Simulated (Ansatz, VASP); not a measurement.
SiNi3: VASP beside Ansatz

The input INCAR:

```
SYSTEM = SiNi3
ALGO     = Fast           ! electronic algorithm
EDIFF    = 1E-6           ! SCF threshold, eV
ENCUT    = 520            ! plane-wave cutoff, eV
GGA      = PS             ! functional
ISIF     = 2              ! what is computed and relaxed
ISMEAR   = 0              ! smearing method
LASPH    = .TRUE.         ! aspherical terms in the spheres
LCHARG   = .FALSE.        ! write CHGCAR
LREAL    = .FALSE.        ! projectors in reciprocal space
LWAVE    = .FALSE.        ! write WAVECAR
NBANDS   = 25             ! bands
NELM     = 100            ! most SCF steps
PREC     = Accurate       ! precision mode
SIGMA    = 0.15           ! smearing width, eV
```

Contents of KPOINTS:

```
k-points
0
G
  14 14 14
  0 0 0
```

File POSCAR:

```
SiNi3
1.0
    3.4612457436      0.0000000000      0.0000000000
    0.0000000000      3.4612457436      0.0000000000
    0.0000000000      0.0000000000      3.4612457436
Si Ni
1 3
Direct
    0.0000000000      0.0122575541      0.0122575541
    0.0000000000      0.5000000000      0.5000000000
    0.5000000000      0.0000000000      0.5000000000
    0.5000000000      0.5000000000      0.0000000000
```

Input for Ansatz:

```yaml
crystal:
  lattice:
    - [3.4612457436, 0.0, 0.0]
    - [0.0, 3.4612457436, 0.0]
    - [0.0, 0.0, 3.4612457436]
  atoms:
    - { symbol: Si, position: [0.0, 0.0122575541, 0.0122575541] }
    - { symbol: Ni, position: [0.0, 0.5, 0.5] }
    - { symbol: Ni, position: [0.5, 0.0, 0.5] }
    - { symbol: Ni, position: [0.5, 0.5, 0.0] }
basis:
  ecutwfc: 420
kpoints:
  mp_grid: { grid: [14, 14, 14] }
hamiltonian:
  xc: pbesol
scf:
  occupations: { method: gaussian, width: 0.15 }
output:
  forces: true
  stress: true
  eigenvalues: true
```

Alike in both runs: task single point; functional PBEsol; k mesh 14 × 14 × 14; occupations gaussian, width 0.15 eV; no spin polarisation.

|  | VASP | Ansatz |
| --- | --- | --- |
| version | VASP 6.6.1 | Ansatz 0.2.0 |
| potentials or method | VASP PAW PBE potentials, release 64 (Si, Ni), cutoff 520 eV | scalar-relativistic, plane waves, PAW |
| valence electrons in the cell | 34 | 58 |

Ansatz gave:

- gap on the k mesh at the Fermi level (eV): none
- pressure (GPa): 0.2
- traceless stress, the component that is largest in VASP (GPa): 0.17
- rms of the force components (eV/Å): 0.133

Problem. Estimate VASP's values.

Solution. gap on the k mesh at the Fermi level (eV): none; pressure (GPa): 0.2; traceless stress, the component that is largest in VASP (GPa): 0.17; rms of the force components (eV/Å): 0.135.

VASP's potentials were made for PBE, not for PBEsol. Atom by atom the forces differ by 0.003 eV/Å (rms over components). A gap of «none» marks a metal or a gap that the smearing closes. The functional is the same, so the differences come from potentials, cutoffs and numerics. VASP's potentials hold 34 valence electrons a cell and Ansatz's 58, so a difference there can come from the potentials and not from the codes.
